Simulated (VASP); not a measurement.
# CdS (P3m1) in VASP: single point with LDA

Aim: the single point of CdS with LDA.

Program: VASP 6.6.1. These are calculated values, not measurements. Logs are shortened: lines on timing, memory, paths and dates and some standing lists are left out, and cuts for length are marked.

## (1) The cell of the first run

Symmetry: P3m1, No. 156, trigonal system. The conventional cell has a = 4.261 Å, b = 4.261 Å, c = 5.804 Å, α = 90.00°, β = 90.00°, γ = 120.00°. Within 3.2 Å of Cd (site symmetry 3m) lie 3 S at 2.46 Å. Within 3.2 Å of S (site symmetry 3m) lie 3 Cd at 2.46 Å.

## (2) Single point, LDA

INCAR reads:

```
PREC     = Accurate       # precision mode
ENCUT    = 630            # plane-wave cutoff, eV
EDIFF    = 1E-6           # SCF threshold, eV
ISMEAR   = 0              # smearing method
SIGMA    = 0.05           # smearing width, eV
LREAL    = F              # projectors in reciprocal space
LASPH    = T              # aspherical terms in the spheres
NELM     = 120            # most SCF steps
ALGO     = Normal         # electronic algorithm
ISIF     = 2              # what is computed and relaxed
LWAVE    = F              # write WAVECAR
LCHARG   = F              # write CHGCAR
NBANDS   = 20             # bands
GGA_COMPAT= F
```

KPOINTS reads:

```
regular mesh
0
Gamma
  9 9 6
```

POSCAR reads:

```
CdS
1.0
    4.2611695877      0.0000000000      0.0000000000
   -2.1305847939      3.6902811128      0.0000000000
    0.0000000000      0.0000000000      5.8041729400
Cd S
1 1
Direct
    0.0000000000      0.0000000000      0.4426919200
    0.6666666667      0.3333333333      0.4343080800
```

Potentials or basis: VASP PAW LDA potentials, release 64 (Cd_sv_GW, S).

Command:

```
$ cat potpaw_LDA.64/Cd_sv_GW/POTCAR potpaw_LDA.64/S/POTCAR > POTCAR
$ mpirun -np 1 vasp_std > vasp.out
```

OUTCAR:

```text
PREC = Accurate
   ENCUT = 630
   EDIFF = 1E-6
   ISMEAR = 0
   LREAL = F
   LASPH = T
   NELM = 120
   ISIF = 2

 ion  position               nearest neighbor table
   1  0.000  0.000  0.443-   2 2.46   2 2.46   2 2.46
   2  0.667  0.333  0.434-   1 2.46   1 2.46   1 2.46

  LATTYP: Found a hexagonal cell.
 ALAT       =     4.2611695877
 C/A-ratio  =     1.3621079426

  Lattice vectors:

 A1 = (   4.2611695877,   0.0000000000,   0.0000000000)
 A2 = (  -2.1305847939,   3.6902811128,   0.0000000000)
 A3 = (   0.0000000000,   0.0000000000,   5.8041729400)

Analysis of symmetry for initial positions (statically):
=====================================================================
 Subroutine PRICEL returns:
 Original cell was already a primitive cell.

 Routine SETGRP: Setting up the symmetry group for a
 hexagonal supercell.

 Subroutine GETGRP returns: Found  6 space group operations
 (whereof  6 operations were pure point group operations)
 out of a pool of 24 trial point group operations.

The static configuration has the point symmetry C_3v.

Analysis of symmetry for dynamics (positions and initial velocities):
=====================================================================
 Subroutine PRICEL returns:
 Original cell was already a primitive cell.

 Routine SETGRP: Setting up the symmetry group for a
 hexagonal supercell.

 Subroutine GETGRP returns: Found  6 space group operations
 (whereof  6 operations were pure point group operations)
 out of a pool of 24 trial point group operations.

The dynamic configuration has the point symmetry C_3v.

 Subroutine INISYM returns: Found  6 space group operations
 (whereof  6 operations are pure point group operations),
 and found     1 'primitive' translations

----------------------------------------------------------------------------------------

                                     Primitive cell

  volume of cell :      91.2701

  direct lattice vectors                    reciprocal lattice vectors
     4.261169588  0.000000000  0.000000000     0.234677353  0.135491033  0.000000000
    -2.130584794  3.690281113  0.000000000     0.000000000  0.270982066  0.000000000
     0.000000000  0.000000000  5.804172940     0.000000000  0.000000000  0.172289835

  length of vectors
     4.261169588  4.261169588  5.804172940     0.270982066  0.270982066  0.172289835

  position of ions in fractional coordinates (direct lattice)
     0.000000000  0.000000000  0.442691920
     0.666666667  0.333333333  0.434308080

  ion indices of the primitive-cell ions
   primitive index   ion index
                 1           1
                 2           2

----------------------------------------------------------------------------------------

 KPOINTS: regular mesh

Automatic generation of k-mesh.
 Grid dimensions read from file:
 generate k-points for:    9    9    6

 Generating k-lattice:

  Cartesian coordinates                     Fractional coordinates (reciprocal lattice)
     0.026075261  0.015054559  0.000000000     0.111111111 -0.000000000  0.000000000
     0.000000000  0.030109118  0.000000000     0.000000000  0.111111111  0.000000000
     0.000000000  0.000000000  0.028714973     0.000000000  0.000000000  0.166666667

  Length of vectors
     0.030109118  0.030109118  0.028714973

  Shift w.r.t. Gamma in fractional coordinates (k-lattice)
     0.000000000  0.000000000  0.000000000

 Subroutine IBZKPT returns following result:
 ===========================================

 Found     62 irreducible k-points:

 Following reciprocal coordinates:
            Coordinates               Weight
  0.000000  0.000000  0.000000      1.000000
  0.111111 -0.000000  0.000000      6.000000
  0.222222 -0.000000  0.000000      6.000000
  0.333333  0.000000  0.000000      6.000000
  0.444444 -0.000000  0.000000      6.000000
  0.111111  0.111111  0.000000      6.000000
[... 16 lines left out ...]
  0.222222  0.111111  0.166667     12.000000
 -0.111111  0.333333  0.166667     12.000000
 [... further k-points ...]
   k-points           NKPTS =     62   k-points in BZ     NKDIM =     62   number of bands    NBANDS=     20
   number of dos      NEDOS =    301   number of ions     NIONS =      2
   total plane-waves  NPLWV =  62208
   dimension x,y,z NGX =    36 NGY =   36 NGZ =   48
   dimension x,y,z NGXF=    72 NGYF=   72 NGZF=   96
   ions per type =               1   1
   NGX,Y,Z   is equivalent  to a cutoff of  14.05, 14.05, 13.75 a.u.
   NGXF,Y,Z  is equivalent  to a cutoff of  28.09, 28.09, 27.50 a.u.
 SYSTEM =  unknown system
   PREC   = accura    normal or accurate (medium, high low for compatibility)
   ISTART =      0    job   : 0-new  1-cont  2-samecut
   ICHARG =      2    charge: 1-file 2-atom 10-const
   ISPIN  =      1    spin polarized calculation?
   LNONCOLLINEAR =      F non collinear calculations
   LSORBIT =      F    spin-orbit coupling
   LASPH  =      T    aspherical Exc in radial PAW
   ENCUT  =  630.0 eV  46.30 Ry    6.80 a.u.   8.72  8.72 11.88*2*pi/ulx,y,z
   NELM   =    120;   NELMIN=  2; NELMDL= -5     # of ELM steps
   EDIFF  = 0.1E-05   stopping-criterion for ELM
   LREAL  =      F    real-space projection
   EDIFFG = 0.1E-04   stopping-criterion for IOM
   NSW    =      0    number of steps for IOM
   IBRION =     -1    ionic relax: 0-MD 1-quasi-New 2-CG
   NFREE  =      0    steps in history (QN), initial steepest desc. (CG)
   ISIF   =      2    stress and relaxation
   ISYM   =      2    0-nonsym 1-usesym 2-fastsym
   POTIM  = 0.5000    time-step for ionic-motion
   TEBEG  =    0.0;   TEEND  =   0.0 temperature during run
   PSTRESS=    0.0 pullay stress
   NELECT =      26.0000    total number of electrons
   NUPDOWN=      -1.0000    fix difference up-down
   EMIN   =  10.00;   EMAX   =-10.00  energy-range for DOS
   EFERMI =   0.00;   METHOD = LEGACY
   ISMEAR =     0;   SIGMA  =   0.05  broadening in eV -4-tet -1-fermi 0-gaus
   EFERMI_NEDOS =   21; number of points for ismear=-14 and -15
   IALGO  =     38    algorithm
   IMIX   =      4    mixing-type and parameters
     AMIX     =   0.40;   BMIX     =  1.00
     AMIX_MAG =   1.60;   BMIX_MAG =  1.00
  volume/ion in A,a.u.               =      45.64       307.96
  Fermi-wavevector in a.u.,A,eV,Ry     =   1.077184  2.035582 15.787174  1.160325
  Thomas-Fermi vector in A             =   2.213088
   LORBIT       =      0    0 simple, 1 ext, 2 COOP (PROOUT), +10 PAW based schemes
   GGA     = CA    functional components
   LHFCALC =     F    Hartree Fock is set to
   AEXX    =    0.0000 exact exchange contribution
   IVDW    =     0    specifies the selected vdW correction
   LEPSILON=     F    determine dielectric tensor
   LRPA    =     F    only Hartree local field effects (RPA)
 non-spin polarized calculation
 Gauss-broadening in eV      SIGMA  =   0.05
  energy-cutoff  :      630.00
  volume of cell :       91.27
 maximum number of plane-waves:      3294
 NGX is ok and might be reduce to    36
   NGX = 17   NGY = 17   NGZ = 23

 number of electron      26.0000007 magnetization

 Free energy of the ion-electron system (eV)
  ---------------------------------------------------
  ext. energy  EPLUGINS =         0.00000000
  ---------------------------------------------------
  free energy    TOTEN  =        -6.63651451 eV

  energy without entropy =       -6.63651451  energy(sigma->0) =       -6.63651451

 E-fermi :  -1.2466     XC(G=0):  -6.6097

 val. band max:       -1.5514409579   @ k =   0.3333   0.3333   0.0000
 cond. band min:      -0.2769010307   @ k =   0.0000   0.0000   0.0000
 fundamental gap:      1.2745399272
 Fermi energy:        -1.2465881358

 k-point     1 :       0.0000    0.0000    0.0000
  band No.  band energies     occupation
      1    -102.2267      2.00000
      2     -63.6691      2.00000
      3     -63.5837      2.00000
      4     -63.5837      2.00000
      5     -13.1230      2.00000
      6      -9.2334      2.00000
[... 12 lines left out ...]
     19       9.1302      0.00000
     20      10.0682      0.00000

 k-point     2 :       0.1111   -0.0000    0.0000
  band No.  band energies     occupation
      1    -102.2267      2.00000
      2     -63.6691      2.00000
      3     -63.5837      2.00000
      4     -63.5837      2.00000
      5     -13.0826      2.00000
      6      -9.2154      2.00000
[... 12 lines left out ...]
     19       9.8724      0.00000
     20       9.9399      0.00000

 k-point     3 :       0.2222   -0.0000    0.0000
  band No.  band energies     occupation
      1    -102.2267      2.00000
      2     -63.6691      2.00000
      3     -63.5838      2.00000
      4     -63.5837      2.00000
      5     -12.9796      2.00000
      6      -9.1510      2.00000
[... 12 lines left out ...]
     19       9.6108      0.00000
     20       9.6706      0.00000

 k-point     4 :       0.3333    0.0000    0.0000
  band No.  band energies     occupation
      1    -102.2267      2.00000
      2     -63.6691      2.00000
      3     -63.5839      2.00000
      4     -63.5837      2.00000
      5     -12.8617      2.00000
      6      -9.0364      2.00000
[... 12 lines left out ...]
     19       8.4566      0.00000
     20       8.8898      0.00000

 k-point     5 :       0.4444   -0.0000    0.0000
  band No.  band energies     occupation
      1    -102.2267      2.00000
      2     -63.6691      2.00000
      3     -63.5840      2.00000
      4     -63.5838      2.00000
      5     -12.7847      2.00000
      6      -8.9473      2.00000
[... 12 lines left out ...]
     19       8.4852      0.00000
     20       8.8398      0.00000
[... 353 lines left out ...]
      6      -8.9473      2.00000
[... 12 lines left out ...]
     19       8.7313      0.00000
     20       8.8029      0.00000

 k-point    22 :       0.1111    0.1111    0.1667
  band No.  band energies     occupation
      1    -102.2267      2.00000
      2     -63.6691      2.00000
      3     -63.5838      2.00000
      4     -63.5837      2.00000
      5     -13.0101      2.00000
      6      -9.1822      2.00000
[... 12 lines left out ...]
     19       8.9808      0.00000
     20      10.0075      0.00000

 k-point    23 :       0.2222    0.1111    0.1667
  band No.  band energies     occupation
      1    -102.2267      2.00000
      2     -63.6691      2.00000
      3     -63.5839      2.00000
      4     -63.5837      2.00000
      5     -12.8995      2.00000
      6      -9.1108      2.00000
[... 12 lines left out ...]
     19       8.0853      0.00000
     20       9.4596      0.00000

 k-point    24 :      -0.1111    0.3333    0.1667
  band No.  band energies     occupation
      1    -102.2267      2.00000
      2     -63.6691      2.00000
      3     -63.5839      2.00000
      4     -63.5837      2.00000
      5     -12.8995      2.00000
      6      -9.1108      2.00000
[... 12 lines left out ...]
     19       8.0373      0.00000
     20       9.4722      0.00000

 [... further k-points ...]

------------------------ aborting loop because EDIFF is reached ----------------------------------------

  FORCE on cell =-STRESS in cart. coord.  units (eV):
  Direction    XX          YY          ZZ          XY          YZ          ZX
  --------------------------------------------------------------------------------------
  -------------------------------------------------------------------------------------
  Total       -2.0999523     -2.0999523     -0.1007408      0.0000000      0.0000000     -0.0000000
  in kB      -36.8630609    -36.8630609     -1.7684282      0.0000000      0.0000000     -0.0000000
  external PRESSURE =     -25.1648500 kB  Pullay stress =       0.0000000 kB

 VOLUME and BASIS-vectors are now :
 -----------------------------------------------------------------------------
  energy-cutoff  :      630.00
  volume of cell :       91.27
      direct lattice vectors                 reciprocal lattice vectors
     4.261169588  0.000000000  0.000000000     0.234677353  0.135491033  0.000000000
    -2.130584794  3.690281113  0.000000000     0.000000000  0.270982066  0.000000000
     0.000000000  0.000000000  5.804172940     0.000000000  0.000000000  0.172289835

 POSITION                                       TOTAL-FORCE (eV/Angst)
 -----------------------------------------------------------------------------------
      0.00000      0.00000      2.56946         0.000000      0.000000     -0.026289
      2.13058      1.23009      2.52080        -0.000000     -0.000000      0.026289
 -----------------------------------------------------------------------------------
    total drift:                               -0.000001      0.000000      0.000138

  FREE ENERGIE OF THE ION-ELECTRON SYSTEM (eV)
  ---------------------------------------------------
  free  energy   TOTEN  =        -6.6365145140 eV

  energy  without entropy=       -6.6365145140  energy(sigma->0) =       -6.63651451
```

Wall time 2.4 min (1 thread of Intel Xeon Platinum 8124M at 3.00GHz (Skylake/Cascade Lake), shared host); peak memory 0.32 GiB.

Results:

* Free energy: -6.6365 eV
* Pressure: -2.5 GPa
* Largest force: 0.026 eV/Å
* Band gap on the k mesh: 1.27 eV (least direct gap 1.28 eV)

Forces on the atoms (eV/Å):
```
Cd   0.000  0.000 -0.026
S    0.000  0.000  0.026
```

Stress tensor (GPa, compression positive):
```
-3.69  0.00  0.00
 0.00 -3.69  0.00
 0.00  0.00 -0.18
```

A k mesh can miss the band edges.
